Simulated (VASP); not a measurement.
# AlN in VASP: notebook

The runs below take AlN through single point, with HSE06.

Everything below comes from runs of VASP 6.6.1. Logs are shortened: lines on timing, memory, paths and dates and some standing lists are left out, and cuts for length are marked.

**What was measured.**

“Structural and optical properties of self-assembled AlN nanowires grown on SiO2/Si substrates by molecular beam epitaxy”, 2024, arxiv:2402.00216 quotes, for a bulk crystal of AlN at 0 K: band gap 6.0343 eV (an exciton energy, a little under the gap).

The runs below are set against these values where they give the same quantity.

## 1. The cell of the first run

It takes space group P6_3mc (No. 186, hexagonal). Conventional cell: a = 3.107 Å, b = 3.107 Å, c = 4.979 Å, α = 90.00°, β = 90.00°, γ = 120.00°. Al (site symmetry 3m) has 4 N at 1.89 to 1.90 Å within 2.5 Å. N (site symmetry 3m) has 4 Al at 1.89 to 1.90 Å within 2.5 Å.

## 2. Single point, HSE06

POSCAR reads:

```
AlN
1.0
    3.1066945025      0.0000000000      0.0000000000
   -1.5533472512      2.6904763609      0.0000000000
    0.0000000000      0.0000000000      4.9785885509
Al N
2 2
Direct
    0.3333333333      0.6666666667     -0.0007956041
    0.6666666667      0.3333333333      0.4992043959
    0.3333333333      0.6666666667      0.3807956041
    0.6666666667      0.3333333333      0.8807956041
```

INCAR.step1 reads:

```
ALGO = Normal
EDIFF = 1E-5
ENCUT = 520
GGA = PE
ISIF = 2
ISMEAR = 0
LASPH = T
LCHARG = F
LREAL = F
LWAVE = T
NBANDS = 16
NELM = 60
PREC = Accurate
SIGMA = 0.01
```

INCAR.step2 reads:

```
ALGO = Normal
EDIFF = 1E-6
ENCUT = 520
GGA = PE
HFSCREEN = 0.2079
ISIF = 2
ISMEAR = 0
ISTART = 1
LASPH = T
LCHARG = F
LHFCALC = T
LREAL = F
LWAVE = F
NBANDS = 16
NELM = 60
PREC = Accurate
PRECFOCK = Normal
SIGMA = 0.01
```

KPOINTS reads:

```
k-points
0
Gamma
  6 6 4
```

Potentials or basis: VASP PAW PBE potentials, release 64 (Al, N).

The run is started by

```
> cat potpaw_PBE.64/Al/POTCAR potpaw_PBE.64/N/POTCAR > POTCAR
> cp INCAR.step1 INCAR
> mpirun -np 1 vasp_std > vasp.out
> cp INCAR.step2 INCAR
> mpirun -np 1 vasp_std > vasp.out
```

OUTCAR:

```text
EDIFF = 1E-6
   ENCUT = 520
   GGA = PE
   HFSCREEN = 0.2079
   ISIF = 2
   ISMEAR = 0
   ISTART = 1
   LASPH = T
   LHFCALC = T
   LREAL = F
   NELM = 60
   PREC = Accurate
   PRECFOCK = Normal

 ion  position               nearest neighbor table
   1  0.333  0.667  0.999-   4 1.89   4 1.89   4 1.89   3 1.90   2 3.07   2 3.07   2 3.07   2 3.07
                             2 3.07   2 3.07
   2  0.667  0.333  0.499-   3 1.89   3 1.89   3 1.89   4 1.90   1 3.07   1 3.07   1 3.07   1 3.07
                             1 3.07   1 3.07
   3  0.333  0.667  0.381-   2 1.89   2 1.89   2 1.89   1 1.90
   4  0.667  0.333  0.881-   1 1.89   1 1.89   1 1.89   2 1.90

  LATTYP: Found a hexagonal cell.
 ALAT       =     3.1066945025
 C/A-ratio  =     1.6025356040

  Lattice vectors:

 A1 = (   3.1066945025,   0.0000000000,   0.0000000000)
 A2 = (  -1.5533472512,   2.6904763609,   0.0000000000)
 A3 = (   0.0000000000,   0.0000000000,   4.9785885509)

Analysis of symmetry for initial positions (statically):
=====================================================================
 Subroutine PRICEL returns:
 Original cell was already a primitive cell.

 Routine SETGRP: Setting up the symmetry group for a
 hexagonal supercell.

 Subroutine GETGRP returns: Found 12 space group operations
 (whereof  6 operations were pure point group operations)
 out of a pool of 24 trial point group operations.

The static configuration has the point symmetry C_3v.
 The point group associated with its full space group is C_6v.

Analysis of symmetry for dynamics (positions and initial velocities):
=====================================================================
 Subroutine PRICEL returns:
 Original cell was already a primitive cell.

 Routine SETGRP: Setting up the symmetry group for a
 hexagonal supercell.

 Subroutine GETGRP returns: Found 12 space group operations
 (whereof  6 operations were pure point group operations)
 out of a pool of 24 trial point group operations.

The dynamic configuration has the point symmetry C_3v.
 The point group associated with its full space group is C_6v.

 Subroutine INISYM returns: Found 12 space group operations
 (whereof  6 operations are pure point group operations),
[... 101 lines left out ...]
   NFREE  =      0    steps in history (QN), initial steepest desc. (CG)
   ISIF   =      2    stress and relaxation
   ISYM   =      3    0-nonsym 1-usesym 2-fastsym
   POTIM  = 0.5000    time-step for ionic-motion
   TEBEG  =    0.0;   TEEND  =   0.0 temperature during run
   PSTRESS=    0.0 pullay stress
   NELECT =      16.0000    total number of electrons
   NUPDOWN=      -1.0000    fix difference up-down
   EMIN   =  10.00;   EMAX   =-10.00  energy-range for DOS
   EFERMI =   0.00;   METHOD = LEGACY
   ISMEAR =     0;   SIGMA  =   0.01  broadening in eV -4-tet -1-fermi 0-gaus
   EFERMI_NEDOS =   21; number of points for ismear=-14 and -15
   IALGO  =     38    algorithm
   IMIX   =      1    mixing-type and parameters
     AMIX     =   0.40;   BMIX     =  1.00
     AMIX_MAG =   1.60;   BMIX_MAG =  1.00
  volume/ion in A,a.u.               =      10.40        70.21
  Fermi-wavevector in a.u.,A,eV,Ry     =   1.190429  2.249585 19.281105  1.417121
  Thomas-Fermi vector in A             =   2.326514
   LORBIT       =      0    0 simple, 1 ext, 2 COOP (PROOUT), +10 PAW based schemes
   GGA     = PE    functional components
   LHFCALC =     T    Hartree Fock is set to
   PRECFOCK=normal    Normal, Fast or Accurate (Low or Medium for compatibility)
   ENCUT4O =  -1.0   cutoff for four orbital integrals eV
   NKREDX  =     1    reduce k-point grid by
   NKREDY  =     1    reduce k-point grid by
   NKREDZ  =     1    reduce k-point grid by
   AEXX    =    0.2500 exact exchange contribution
   HFSCREEN=    0.2079 screening length (either q_TF or 0.3 A-1)
   HFSCREENC=   0.2079 screening length for correlation (either q_TF or 0.3 A-1)
   ENCUTFOCK=  -1.0 apply spherical cutoff to Coloumb kernel
   IVDW    =     0    specifies the selected vdW correction
   LEPSILON=     F    determine dielectric tensor
   LRPA    =     F    only Hartree local field effects (RPA)
 non-spin polarized calculation
 Gauss-broadening in eV      SIGMA  =   0.01
  energy-cutoff  :      520.00
  volume of cell :       41.61
 maximum number of plane-waves:      1152
 NGX is ok and might be reduce to    24
  NGX = 18; NGY = 18; NGZ = 28

 number of electron      15.9999996 magnetization

 Free energy of the ion-electron system (eV)
  ---------------------------------------------------
  ext. energy  EPLUGINS =         0.00000000
  ---------------------------------------------------
  free energy    TOTEN  =       -34.89471513 eV

  energy without entropy =      -34.89471513  energy(sigma->0) =      -34.89471513

 E-fermi :   5.3258     XC(G=0):  -9.0083

 val. band max:        5.2768683150   @ k =   0.0000   0.0000   0.0000
 cond. band min:      10.8694205521   @ k =   0.0000   0.0000   0.0000
 fundamental gap:      5.5925522371
 Fermi energy:         5.3258204807

 k-point     1 :       0.0000    0.0000    0.0000
  band No.  band energies     occupation
      1     -11.4462      2.00000
      2      -9.1498      2.00000
      3      -1.2464      2.00000
      4       4.3237      2.00000
      5       4.3237      2.00000
      6       5.0465      2.00000
[... 376 lines left out ...]
      3       0.0147      2.00000
      4       0.0147      2.00000
      5       1.0923      2.00000
      6       1.0923      2.00000
[... 8 lines left out ...]
     15      20.8207      0.00000
     16      20.8207      0.00000

------------------------ aborting loop because EDIFF is reached ----------------------------------------

  FORCE on cell =-STRESS in cart. coord.  units (eV):
  Direction    XX          YY          ZZ          XY          YZ          ZX
  --------------------------------------------------------------------------------------
  -------------------------------------------------------------------------------------
  Total       -0.1937842     -0.1937842     -0.2325311     -0.0000000      0.0000000      0.0000000
  in kB       -7.4609633     -7.4609633     -8.9527729     -0.0000000      0.0000000      0.0000000
  external PRESSURE =      -7.9582332 kB  Pullay stress =       0.0000000 kB

 VOLUME and BASIS-vectors are now :
 -----------------------------------------------------------------------------
  energy-cutoff  :      520.00
  volume of cell :       41.61
      direct lattice vectors                 reciprocal lattice vectors
     3.106694502  0.000000000  0.000000000     0.321885528  0.185840696  0.000000000
    -1.553347251  2.690476361  0.000000000     0.000000000  0.371681392  0.000000000
     0.000000000  0.000000000  4.978588551     0.000000000  0.000000000  0.200860141

 POSITION                                       TOTAL-FORCE (eV/Angst)
 -----------------------------------------------------------------------------------
     -0.00000      1.79365      4.97463         0.000000      0.000000     -0.007649
      1.55335      0.89683      2.48533        -0.000000      0.000000     -0.007649
     -0.00000      1.79365      1.89582        -0.000000      0.000000      0.007649
      1.55335      0.89683      4.38512         0.000000     -0.000000      0.007649
 -----------------------------------------------------------------------------------
    total drift:                                0.000000      0.000000     -0.000764

  FREE ENERGIE OF THE ION-ELECTRON SYSTEM (eV)
  ---------------------------------------------------
  free  energy   TOTEN  =       -34.8947151280 eV

  energy  without entropy=      -34.8947151280  energy(sigma->0) =      -34.89471513
```

OSZICAR.step1:

```text
N       E                     dE             d eps       ncg     rms          rms(c)
DAV:   1     0.412183804896E+02    0.41218E+02   -0.74587E+03   672   0.906E+02
DAV:   2    -0.311121474189E+02   -0.72331E+02   -0.66181E+02   928   0.185E+02
DAV:   3    -0.345098331291E+02   -0.33977E+01   -0.33891E+01   864   0.423E+01
DAV:   4    -0.345302571315E+02   -0.20424E-01   -0.20423E-01   808   0.365E+00
DAV:   5    -0.345305235022E+02   -0.26637E-03   -0.26637E-03   864   0.420E-01    0.122E+01
DAV:   6    -0.297546934905E+02    0.47758E+01   -0.10667E+01   792   0.237E+01    0.417E+00
DAV:   7    -0.297782810787E+02   -0.23588E-01   -0.68859E-01   720   0.583E+00    0.296E+00
DAV:   8    -0.297709772487E+02    0.73038E-02   -0.60053E-02   744   0.225E+00    0.585E-01
DAV:   9    -0.297659733111E+02    0.50039E-02   -0.12243E-02   864   0.816E-01    0.245E-01
DAV:  10    -0.297666069491E+02   -0.63364E-03   -0.23639E-03   712   0.301E-01    0.132E-01
DAV:  11    -0.297665220780E+02    0.84871E-04   -0.18446E-04   784   0.104E-01    0.327E-02
DAV:  12    -0.297665252186E+02   -0.31406E-05   -0.11597E-05   624   0.277E-02
   1 F= -.29766525E+02 E0= -.29766525E+02  d E =-.499419E-19
```

Run time: 28 min. Hardware: 1 thread of Intel Xeon Platinum 8259CL at 2.50GHz (Skylake/Cascade Lake), shared host; peak memory 0.26 GiB.

What came out:

```
Free energy            : -34.8947 eV
Pressure               : -0.8 GPa
Largest force          : 0.008 eV/Å
Band gap on the k mesh : 5.59 eV
```

Forces in eV/Å, atoms in the order of the input:
```
Al   0.000  0.000 -0.008
Al   0.000  0.000 -0.008
N    0.000  0.000  0.008
N    0.000  0.000  0.008
```

Stress tensor (GPa, compression positive):
```
-0.75  0.00  0.00
 0.00 -0.75  0.00
 0.00  0.00 -0.90
```

Caveat: the PAW data sets were made with another functional, which shifts forces and pressure a little.

## 3. Single point, HSE06 (uniaxial y strain -5.3%)

POSCAR reads:

```
AlN
1.0
    3.1066945025      0.0000000000      0.0000000000
   -1.5533472512      2.5484192091      0.0000000000
    0.0000000000      0.0000000000      4.9785885509
Al N
2 2
Direct
    0.3314105265      0.6628210530      0.0015796110
    0.6685894735      0.3371789470      0.5015796110
    0.3274023181      0.6548046362      0.3784203890
    0.6725976819      0.3451953638      0.8784203890
```

INCAR.step1 reads:

```
ALGO = Normal ; EDIFF = 1E-5
ENCUT = 520 ; GGA = PE
ISIF = 2 ; ISMEAR = 0
LASPH = T ; LREAL = F
LWAVE = T ; NBANDS = 16
NELM = 100 ; PREC = Accurate
SIGMA = 0.01
```

INCAR.step2 reads:

```
ALGO = Normal ; EDIFF = 1E-6
ENCUT = 520 ; GGA = PE
HFSCREEN = 0.2079 ; ISIF = 2
ISMEAR = 0 ; ISTART = 1
LASPH = T ; LCHARG = T
LELF = T ; LHFCALC = T
LREAL = F ; LVHAR = T
LWAVE = F ; NBANDS = 16
NELM = 100 ; PREC = Accurate
PRECFOCK = Normal ; SIGMA = 0.01
```

KPOINTS is that of step 2.

Potentials or basis: VASP PAW PBE potentials, release 64 (Al, N).

The run is started by

```
> cat potpaw_PBE.64/Al/POTCAR potpaw_PBE.64/N/POTCAR > POTCAR
> cp INCAR.step1 INCAR
> mpirun -np 1 vasp_std > vasp.out
> cp INCAR.step2 INCAR
> mpirun -np 1 vasp_std > vasp.out
```

It took 63 min on 1 thread of Oxide Virtual Turin-like, shared host; peak memory 0.25 GiB.

Results (log left out):

```
Free energy            : -34.7491 eV
Pressure               : 12.0 GPa
Largest force          : 0.006 eV/Å
Band gap on the k mesh : 6.02 eV
```

Forces in eV/Å, atoms in the order of the input:
```
Al   0.000  0.000 -0.003
Al   0.000  0.000 -0.003
N    0.000 -0.005  0.003
N    0.000  0.005  0.003
```

Stress tensor (GPa, compression positive):
```
 8.71  0.00  0.00
 0.00 22.24  0.00
 0.00  0.00  5.12
```

Levels at points of the mesh, in eV from the valence-band top:
```csv
k point,band 6,band 7,band 8,band 9,band 10,band 11
"(0.00, 0.00, 0.00)",-0.36,-0.21,0.00,6.02,8.82,12.72
"(0.50, 0.00, 0.00)",-2.16,-1.99,-0.60,7.18,7.75,10.47
"(0.00, 0.50, 0.00)",-2.72,-1.87,-1.16,6.78,7.03,9.79
"(0.00, 0.00, 0.50)",-0.74,-0.30,-0.30,8.51,8.51,12.25
"(0.50, 0.00, 0.50)",-1.69,-1.36,-1.36,6.73,6.73,11.27
"(0.00, 0.50, 0.50)",-2.02,-1.68,-1.68,6.66,6.66,10.90
```

Caveat: the cell differs from its parent crystal (uniaxial y strain -5.3%); the stress differs along the axes, from 5 to 22 GPa; the PAW data sets were made with another functional, which shifts forces and pressure a little. A k mesh can miss the band edges.

## 4. Against experiment

Step 2. Against the measured gap of AlN, 6.0343 eV (an exciton energy, a little under the gap; 0 K; quoted in “Structural and optical properties of self-assembled AlN nanowires grown on SiO2/Si substrates by molecular beam epitaxy”, 2024, arxiv:2402.00216), the calculated 5.59 eV is off by -0.44 eV. 2 values of this kind are on record (6.034 to 6.0343 eV); this one was drawn at random. The value is that of HSE06, without temperature or zero-point motion.
